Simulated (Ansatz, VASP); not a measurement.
## Two plane-wave programs on Ge3N

Contents of INCAR:

```
SYSTEM = Ge3N
  PREC = Accurate
  ENCUT = 600
  EDIFF = 1E-6
  ISMEAR = 0
  SIGMA = 0.1
  LREAL = .False.
  LASPH = .True.
  NELM = 80
  ALGO = Fast
  ISIF = 3
  LWAVE = .False.
  LCHARG = .False.
  GGA = PE
  IBRION = 2
  NSW = 100
  EDIFFG = -0.01
```

Contents of KPOINTS:

```
regular mesh
0
Gamma
  12 12 6
  0 0 0
```

POSCAR

```
Ge3N
1.0
    5.1116213114      0.0000000000      0.0000000000
   -2.5558106557      4.4267939102      0.0000000000
    0.0000000000      0.0000000000      5.8220047602
Ge N
6 2
Direct
    0.3386472252      0.0000000000      0.2500000000
    0.3386472252      0.3386472252      0.7500000000
    0.0000000000      0.3386472252      0.2500000000
    0.6613527748      0.0000000000      0.7500000000
    0.6613527748      0.6613527748      0.2500000000
    0.0000000000      0.6613527748      0.7500000000
    0.0000000000      0.0000000000      0.0000000000
    0.0000000000      0.0000000000      0.5000000000
```

Input for Ansatz:

```yaml
crystal:
  lattice:
    - [5.1116213114, 0.0, 0.0]
    - [-2.5558106557, 4.4267939102, 0.0]
    - [0.0, 0.0, 5.8220047602]
  atoms:
    - { symbol: Ge, position: [0.3386472252, 0.0, 0.25] }
    - { symbol: Ge, position: [0.3386472252, 0.3386472252, 0.75] }
    - { symbol: Ge, position: [0.0, 0.3386472252, 0.25] }
    - { symbol: Ge, position: [0.6613527748, 0.0, 0.75] }
    - { symbol: Ge, position: [0.6613527748, 0.6613527748, 0.25] }
    - { symbol: Ge, position: [0.0, 0.6613527748, 0.75] }
    - { symbol: "N", position: [0.0, 0.0, 0.0] }
    - { symbol: "N", position: [0.0, 0.0, 0.5] }
basis:
  ecutwfc: 420
kpoints:
  mp_grid: { grid: [12, 12, 6] }
hamiltonian:
  xc: pbe
scf:
  occupations: { method: gaussian, width: 0.1 }
output:
  forces: true
  stress: true
  eigenvalues: true
  write_density: true
  write_potential: true
  elf: true
  volumetric_format: npy
relax:
  adjacent_minimum: "off"
  f_tol: 0.01
  max_steps: 80
  cell: { stress_tol: 0.05 }
```

Change from the starting cell: species swapped into the TiI3 type (P6_3/mcm, No. 193).

Alike in both runs: task relaxation of cell and atoms; functional PBE; k mesh 12 × 12 × 6; occupations gaussian, width 0.1 eV; no spin polarisation.

|  | VASP | Ansatz |
| --- | --- | --- |
| version | VASP 6.6.1 | Ansatz 0.2.0 |
| potentials or method | VASP PAW PBE potentials, release 64 (Ge_d, N), cutoff 600 eV | scalar-relativistic, plane waves, PAW |
| valence electrons in the cell | 94 | 94 |

```tsv
	VASP	Ansatz	Ansatz less VASP
gap on the k mesh at the Fermi level, each at its own relaxed structure (eV)	none	none	-
relaxed volume (Å³/atom)	16.39	16.38	-0.008
relaxed cell length with the largest relative difference (Å)	5.757	5.755	-0.0020
```

A gap of «none» marks a metal or a gap that the smearing closes.
